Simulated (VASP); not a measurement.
# VSe (Pm-3m) in VASP: further runs

VSe is run at these levels: LDA+U; tasks: single point.

Everything below comes from runs of VASP 6.6.1. Logs are shortened: lines on timing, memory, paths and dates and some standing lists are left out, and cuts for length are marked.

## (1) The cell of the first run

Symmetry: Pm-3m, No. 221, cubic system. The conventional cell has a = 3.320 Å, b = 3.320 Å, c = 3.320 Å, α = 90.00°, β = 90.00°, γ = 90.00°. V (site symmetry m-3m) has 8 Se at 2.87 Å and 6 V at 3.32 Å within 3.8 Å. Se (site symmetry m-3m) has 8 V at 2.87 Å and 6 Se at 3.32 Å within 3.8 Å.

## (2) Single point, LDA+U, collinear spin, ferromagnetic start

Contents of INCAR:

```
SYSTEM = VSe
PREC = Accurate
ENCUT = 500
EDIFF = 1E-6
ISMEAR = 0
SIGMA = 0.05
LREAL = .FALSE.
LASPH = .TRUE.
NELM = 200
ALGO = Normal
ISIF = 2
LWAVE = .FALSE.
LCHARG = .TRUE.
ISPIN = 2
MAGMOM = 1.5 0
LORBIT = 11
NUPDOWN = 1.5
LMAXMIX = 4
LDAU = .TRUE.
LDAUTYPE = 2
LDAUL = 2 -1
LDAUU = 5 0
LDAUJ = 0 0
LDAUPRINT = 1
LELF = .TRUE.
LVHAR = .TRUE.
NBANDS = 20
GGA_COMPAT = .FALSE.
```

Contents of KPOINTS:

```
regular mesh
0
G
  6 6 6
  0 0 0
```

Contents of POSCAR:

```
VSe
1.0
    3.3195141700      0.0000000000      0.0000000000
    0.0000000000      3.3195141700      0.0000000000
    0.0000000000      0.0000000000      3.3195141700
V Se
1 1
Direct
    0.0000000000      0.0000000000      0.0000000000
    0.5000000000      0.5000000000      0.5000000000
```

Potentials or basis: VASP PAW LDA potentials, release 64 (V_sv, Se).

On the command line:

```console
> cat potpaw_LDA.64/V_sv/POTCAR potpaw_LDA.64/Se/POTCAR > POTCAR
> mpirun -np 1 vasp_std > vasp.out
```

OUTCAR:

```text
SYSTEM = VSe
   PREC = Accurate
   ENCUT = 500
   EDIFF = 1E-6
   ISMEAR = 0
   LREAL = .FALSE.
   LASPH = .TRUE.
   NELM = 200
   ISIF = 2
   ISPIN = 2
   LORBIT = 11
   NUPDOWN = 1.5

 ion  position               nearest neighbor table
   1  0.000  0.000  0.000-
   2  0.500  0.500  0.500-

  LATTYP: Found a simple cubic cell.
 ALAT       =     3.3195141700

  Lattice vectors:

 A1 = (   3.3195141700,   0.0000000000,   0.0000000000)
 A2 = (   0.0000000000,   3.3195141700,   0.0000000000)
 A3 = (   0.0000000000,   0.0000000000,   3.3195141700)

Analysis of symmetry for initial positions (statically):
=====================================================================
 Subroutine PRICEL returns:
 Original cell was already a primitive cell.

 Routine SETGRP: Setting up the symmetry group for a
 simple cubic supercell.

 Subroutine GETGRP returns: Found 48 space group operations
 (whereof 48 operations were pure point group operations)
 out of a pool of 48 trial point group operations.

The static configuration has the point symmetry O_h .

Analysis of symmetry for dynamics (positions and initial velocities):
=====================================================================
 Subroutine PRICEL returns:
 Original cell was already a primitive cell.

 Routine SETGRP: Setting up the symmetry group for a
 simple cubic supercell.

 Subroutine GETGRP returns: Found 48 space group operations
 (whereof 48 operations were pure point group operations)
 out of a pool of 48 trial point group operations.

The dynamic configuration has the point symmetry O_h .

Analysis of structural, dynamic, and magnetic symmetry:
=====================================================================
 Subroutine PRICEL returns:
 Original cell was already a primitive cell.

 Routine SETGRP: Setting up the symmetry group for a
 simple cubic supercell.

 Subroutine GETGRP returns: Found 48 space group operations
 (whereof 48 operations were pure point group operations)
 out of a pool of 48 trial point group operations.

The overall configuration has the point symmetry O_h .

 Subroutine INISYM returns: Found 48 space group operations
 (whereof 48 operations are pure point group operations),
 and found     1 'primitive' translations

----------------------------------------------------------------------------------------

                                     Primitive cell

  volume of cell :      36.5783

  direct lattice vectors                    reciprocal lattice vectors
     3.319514170  0.000000000  0.000000000     0.301248902  0.000000000  0.000000000
     0.000000000  3.319514170  0.000000000     0.000000000  0.301248902  0.000000000
     0.000000000  0.000000000  3.319514170     0.000000000  0.000000000  0.301248902

  length of vectors
     3.319514170  3.319514170  3.319514170     0.301248902  0.301248902  0.301248902

  position of ions in fractional coordinates (direct lattice)
     0.000000000  0.000000000  0.000000000
     0.500000000  0.500000000  0.500000000

  ion indices of the primitive-cell ions
   primitive index   ion index
                 1           1
                 2           2

----------------------------------------------------------------------------------------

 KPOINTS: regular mesh

Automatic generation of k-mesh.
 Grid dimensions read from file:
 generate k-points for:    6    6    6

 Generating k-lattice:

  Cartesian coordinates                     Fractional coordinates (reciprocal lattice)
     0.050208150  0.000000000  0.000000000     0.166666667  0.000000000  0.000000000
     0.000000000  0.050208150  0.000000000     0.000000000  0.166666667  0.000000000
     0.000000000  0.000000000  0.050208150     0.000000000  0.000000000  0.166666667
[... 64 lines left out ...]
   NUPDOWN=       1.5000    fix difference up-down
   EMIN   =  10.00;   EMAX   =-10.00  energy-range for DOS
   EFERMI =   0.00;   METHOD = LEGACY
   ISMEAR =     0;   SIGMA  =   0.05  broadening in eV -4-tet -1-fermi 0-gaus
   EFERMI_NEDOS =   21; number of points for ismear=-14 and -15
   IALGO  =     38    algorithm
   IMIX   =      4    mixing-type and parameters
     AMIX     =   0.40;   BMIX     =  1.00
     AMIX_MAG =   1.60;   BMIX_MAG =  1.00
  volume/ion in A,a.u.               =      18.29       123.42
  Fermi-wavevector in a.u.,A,eV,Ry     =   1.315987  2.486854 23.562856  1.731821
  Thomas-Fermi vector in A             =   2.446131
   LORBIT       =     11    0 simple, 1 ext, 2 COOP (PROOUT), +10 PAW based schemes
 LDA+U is selected, type is set to LDAUTYPE =  2
   angular momentum for each species LDAUL =     2   -1
   U (eV)           for each species LDAUU =   5.0  0.0
   J (eV)           for each species LDAUJ =   0.0  0.0
   GGA     = CA    functional components
   LHFCALC =     F    Hartree Fock is set to
   AEXX    =    0.0000 exact exchange contribution
   IVDW    =     0    specifies the selected vdW correction
   LEPSILON=     F    determine dielectric tensor
   LRPA    =     F    only Hartree local field effects (RPA)
 spin polarized calculation
 Gauss-broadening in eV      SIGMA  =   0.05
  energy-cutoff  :      500.00
  volume of cell :       36.58
 maximum number of plane-waves:       952
   NGX = 13   NGY = 13   NGZ = 13

atom =   1  type =  1  l = 2

 onsite density matrix

spin component  1

  0.7567  0.0000  0.0000 -0.0000  0.0000
  0.0000  0.7567 -0.0000 -0.0000  0.0000
  0.0000 -0.0000  0.0752 -0.0000  0.0000
 -0.0000 -0.0000 -0.0000  0.7567  0.0000
  0.0000  0.0000  0.0000  0.0000  0.0752

spin component  2

  0.0501  0.0000  0.0000 -0.0000  0.0000
  0.0000  0.0501 -0.0000 -0.0000  0.0000
  0.0000 -0.0000  0.2237 -0.0000  0.0000
 -0.0000 -0.0000 -0.0000  0.0501  0.0000
  0.0000  0.0000  0.0000  0.0000  0.2237

 occupancies and eigenvectors

  o =  0.0501  v =  0.0000  0.0000  0.0000  0.0000  0.0000  1.0000 -0.0000 -0.0000  0.0000 -0.0000      0.0000  0.0000  0.0000  0.0000  0.0000  0.0000  0.0000  0.0000  0.0000  0.0000
  o =  0.0501  v =  0.0000  0.0000  0.0000  0.0000  0.0000 -0.0000  0.0335  0.0000  0.9994 -0.0000      0.0000  0.0000  0.0000  0.0000  0.0000  0.0000  0.0000  0.0000  0.0000  0.0000
  o =  0.0501  v =  0.0000  0.0000  0.0000  0.0000  0.0000  0.0000  0.9994  0.0000 -0.0335 -0.0000      0.0000  0.0000  0.0000  0.0000  0.0000  0.0000  0.0000  0.0000  0.0000  0.0000
  o =  0.0752  v =  0.0000  0.0000  1.0000  0.0000 -0.0002  0.0000  0.0000  0.0000  0.0000  0.0000      0.0000  0.0000  0.0000  0.0000  0.0000  0.0000  0.0000  0.0000  0.0000  0.0000
  o =  0.0752  v =  0.0000 -0.0000  0.0002 -0.0000  1.0000  0.0000  0.0000  0.0000  0.0000  0.0000      0.0000  0.0000  0.0000  0.0000  0.0000  0.0000  0.0000  0.0000  0.0000  0.0000
  o =  0.2237  v =  0.0000  0.0000  0.0000  0.0000  0.0000 -0.0000  0.0000 -1.0000  0.0000  0.0004      0.0000  0.0000  0.0000  0.0000  0.0000  0.0000  0.0000  0.0000  0.0000  0.0000
  o =  0.2237  v =  0.0000  0.0000  0.0000  0.0000  0.0000  0.0000  0.0000  0.0004  0.0000  1.0000      0.0000  0.0000  0.0000  0.0000  0.0000  0.0000  0.0000  0.0000  0.0000  0.0000
  o =  0.7567  v =  1.0000  0.0000  0.0000  0.0000  0.0000  0.0000  0.0000  0.0000  0.0000  0.0000      0.0000  0.0000  0.0000  0.0000  0.0000  0.0000  0.0000  0.0000  0.0000  0.0000
  o =  0.7567  v =  0.0000  0.0112  0.0000 -0.9999 -0.0000  0.0000  0.0000  0.0000  0.0000  0.0000      0.0000  0.0000  0.0000  0.0000  0.0000  0.0000  0.0000  0.0000  0.0000  0.0000
  o =  0.7567  v =  0.0000 -0.9999  0.0000 -0.0112 -0.0000  0.0000  0.0000  0.0000  0.0000  0.0000      0.0000  0.0000  0.0000  0.0000  0.0000  0.0000  0.0000  0.0000  0.0000  0.0000

 number of electron      19.0000018 magnetization       1.4999998

 Free energy of the ion-electron system (eV)
  ---------------------------------------------------
  ext. energy  EPLUGINS =         0.00000000
  ---------------------------------------------------
  free energy    TOTEN  =        -9.67635314 eV

  energy without entropy =       -9.67302852  energy(sigma->0) =       -9.67469083

 E-fermi :   7.9530     XC(G=0): -11.3399

 val. band max:        7.9000532603   @ k =   0.3333   0.3333   0.1667
 cond. band min:       7.1325841382   @ k =   0.3333   0.3333   0.1667
 fundamental gap:     -0.7674691221
 Fermi energy:         7.1100989042

 spin component 1

 k-point     1 :       0.0000    0.0000    0.0000
  band No.  band energies     occupation
      1     -57.1388      1.00000
      2     -31.3796      1.00000
      3     -31.3796      1.00000
      4     -31.3796      1.00000
      5      -7.6115      1.00000
      6       5.9114      1.00000
[... 436 lines left out ...]
      6       1.5446      1.00000
[... 12 lines left out ...]
     19      26.7375      0.00000
     20      26.7375      0.00000
 Fermi energy:         7.9529744171

 spin component 2

 k-point     1 :       0.0000    0.0000    0.0000
  band No.  band energies     occupation
      1     -55.4334      1.00000
      2     -29.7172      1.00000
      3     -29.7172      1.00000
      4     -29.7172      1.00000
      5      -7.7989      1.00000
      6       5.7512      1.00000
[... 449 lines left out ...]
     19      27.2025      0.00000
     20      27.2025      0.00000

------------------------ aborting loop because EDIFF is reached ----------------------------------------

  FORCE on cell =-STRESS in cart. coord.  units (eV):
  Direction    XX          YY          ZZ          XY          YZ          ZX
  --------------------------------------------------------------------------------------
  -------------------------------------------------------------------------------------
  Total       -1.6449797     -1.6449797     -1.6449797      0.0000000      0.0000000     -0.0000000
  in kB      -72.0522512    -72.0522512    -72.0522512      0.0000000      0.0000000     -0.0000000
  external PRESSURE =     -72.0522512 kB  Pullay stress =       0.0000000 kB

 VOLUME and BASIS-vectors are now :
 -----------------------------------------------------------------------------
  energy-cutoff  :      500.00
  volume of cell :       36.58
      direct lattice vectors                 reciprocal lattice vectors
     3.319514170  0.000000000  0.000000000     0.301248902  0.000000000  0.000000000
     0.000000000  3.319514170  0.000000000     0.000000000  0.301248902  0.000000000
     0.000000000  0.000000000  3.319514170     0.000000000  0.000000000  0.301248902

 POSITION                                       TOTAL-FORCE (eV/Angst)
 -----------------------------------------------------------------------------------
      0.00000      0.00000      0.00000         0.000000      0.000000      0.000000
      1.65976      1.65976      1.65976         0.000000      0.000000      0.000000
 -----------------------------------------------------------------------------------
    total drift:                               -0.000000      0.000000      0.000000

  FREE ENERGIE OF THE ION-ELECTRON SYSTEM (eV)
  ---------------------------------------------------
  free  energy   TOTEN  =        -9.6763531431 eV

  energy  without entropy=       -9.6730285178  energy(sigma->0) =       -9.67469083

 total charge

# of ion       s       p       d       tot
------------------------------------------
    1        2.186   6.091   2.998  11.275
    2        1.488   2.270   0.061   3.818
--------------------------------------------------
tot          3.674   8.360   3.059  15.093

 magnetization (x)

# of ion       s       p       d       tot
------------------------------------------
    1        0.008   0.009   1.816   1.833
    2        0.010  -0.299   0.007  -0.282
--------------------------------------------------
tot          0.019  -0.290   1.823   1.551
```

Run time: 46 s. Hardware: 1 thread of Intel Xeon Platinum 8488C (Sapphire Rapids), shared host; peak memory 0.15 GiB.

Results:

- Free energy: -9.6764 eV
- Pressure: -7.2 GPa
- Net moment: 1.50 μB per cell
- Site moments: V +1.83; Se -0.28 μB
- Valence electrons inside the program's atomic spheres: V 11.28; Se 3.82

Eigenvalues of the final occupation matrices:
```
    site  spin  trace               eigenvalues
site 1 d     1   2.42  0.08 0.08 0.76 0.76 0.76
site 1 d     2   0.60  0.05 0.05 0.05 0.22 0.22
```

Caveat: the cell stands under tension; the total moment is fixed, so each spin has its own Fermi level and the state may be an excited one. The state reached can hang on the start; a lower one may exist.

## (3) Single point, LDA+U, collinear spin, ferrimagnetic start

Contents of INCAR:

```
ALGO = Normal
EDIFF = 1E-6
ENCUT = 500
GGA_COMPAT = F
ISIF = 2
ISMEAR = 0
ISPIN = 2
LASPH = T
LCHARG = F
LDAU = T
LDAUJ = 0 0
LDAUL = 2 -1
LDAUPRINT = 1
LDAUTYPE = 2
LDAUU = 5 0
LMAXMIX = 4
LORBIT = 11
LREAL = F
LWAVE = F
MAGMOM = 3 -0.41
NBANDS = 20
NELM = 200
PREC = Accurate
SIGMA = 0.05
```

Contents of KPOINTS:

```
k-points
0
Gamma
  6 6 6
```

POSCAR is that of step 2.

Potentials or basis: VASP PAW LDA potentials, release 64 (V_sv, Se).

On the command line:

```console
> cat potpaw_LDA.64/V_sv/POTCAR potpaw_LDA.64/Se/POTCAR > POTCAR
> mpirun -np 1 vasp_std > vasp.out
```

Run time: 12 s. Hardware: 1 thread of Intel Xeon Platinum 8488C (Sapphire Rapids), shared host; peak memory 0.14 GiB.

Results (log left out):

```yaml
Free_energy: -10.4614 eV
Pressure: -6.0 GPa
Band_gap_on_the_k_mesh: zero (filled and empty bands overlap)
Net_moment: 2.97 μB per cell
Site_moments: V +2.85; Se -0.30 μB
Valence_electrons_inside_the_program's_atomic_spheres: V 11.32; Se 3.83
```

Levels at points of the mesh, in eV from the Fermi level:
Spin up:
```
           k point  band 8  band 9  band 10  band 11  band 12  band 13  band 14  band 15
(0.00, 0.00, 0.00)   -1.51   -1.51    -1.51    -1.33    -1.33    -1.33     1.16     7.48
(0.50, 0.00, 0.00)   -3.15   -1.24    -1.12     1.07     1.56     1.56     3.99     6.35
(0.50, 0.50, 0.00)   -2.04   -1.91    -1.91    -1.45     0.08     1.15     2.56     8.82
(0.50, 0.50, 0.50)   -5.87    0.99     0.99     0.99     1.19     1.19     1.75     1.75
```
Spin down:
```tsv
k point	band 5	band 6	band 7	band 8	band 9	band 10	band 11	band 12
(0.00, 0.00, 0.00)	-15.09	-1.54	-1.54	-1.54	0.87	0.87	2.04	4.22
(0.50, 0.00, 0.00)	-13.97	-6.95	-1.44	-1.44	1.98	4.43	4.65	4.69
(0.50, 0.50, 0.00)	-13.21	-5.33	-5.33	-0.26	-0.12	3.08	3.08	3.26
(0.50, 0.50, 0.50)	-12.28	-4.90	-4.90	-4.90	2.59	2.59	2.59	5.03
```

Eigenvalues of the final occupation matrices:
| site | spin | trace | eigenvalues |
| --- | --- | --- | --- |
| site 1 d | 1 | 2.93 | 0.36 0.36 0.74 0.74 0.74 |
| site 1 d | 2 | 0.15 | 0.01 0.01 0.04 0.04 0.04 |

Caveat: the cell stands under tension. The state reached can hang on the start; a lower one may exist.

[end of part 1 of 2]

The gap in the log of VASP goes by the Fermi energy; the results here count the filled bands.